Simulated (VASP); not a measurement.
## NaI: single point with PBEsol

The system is NaI.

```
Na I
1.0
     0.00000    3.22963    3.22963
     3.22963    0.00000    3.22963
     3.22963    3.22963    0.00000
Na I
1 1
Direct
  0.00000 0.00000 0.00000
  0.50000 0.50000 0.50000
```

```
Program                : VASP 6.6.1
Task                   : single point
Functional             : PBEsol
Potentials or basis    : VASP PAW PBE potentials, release 64 (Na_pv, I)
Cutoff                 : 520 eV
k mesh                 : 6 × 6 × 6
Occupations            : gaussian, width 0.01 eV
Spin                   : no spin polarisation
Dipole correction      : no
Further INCAR settings : ALGO = Normal; EDIFF = 1e-06; NBANDS = 14
```

| Quantity | Value |
| --- | --- |
| Pressure | -0.4 GPa |
| Band gap on the k mesh | 3.52 eV |

Levels at points of the mesh, in eV from the valence-band top:
```tsv
k point	band 5	band 6	band 7	band 8	band 9	band 10
(0.00, 0.00, 0.00)	0.00	0.00	0.00	3.52	7.85	7.85
(0.50, 0.00, 0.00)	-2.24	-0.29	-0.29	4.95	7.38	7.38
(0.50, 0.50, 0.00)	-1.96	-0.77	-0.77	4.44	5.41	9.75
```

Wall time 11 s on 1 thread of Intel(R) Xeon(R) Platinum 8488C (Sapphire Rapids) (shared host), peak memory 0.2 GiB.

Caveat: the PAW data sets were made with another functional, which shifts forces and pressure a little; spin-orbit coupling is left out, which moves the levels of the heavy elements. A hybrid or GW would open this gap; PBEsol tends to underestimate it.
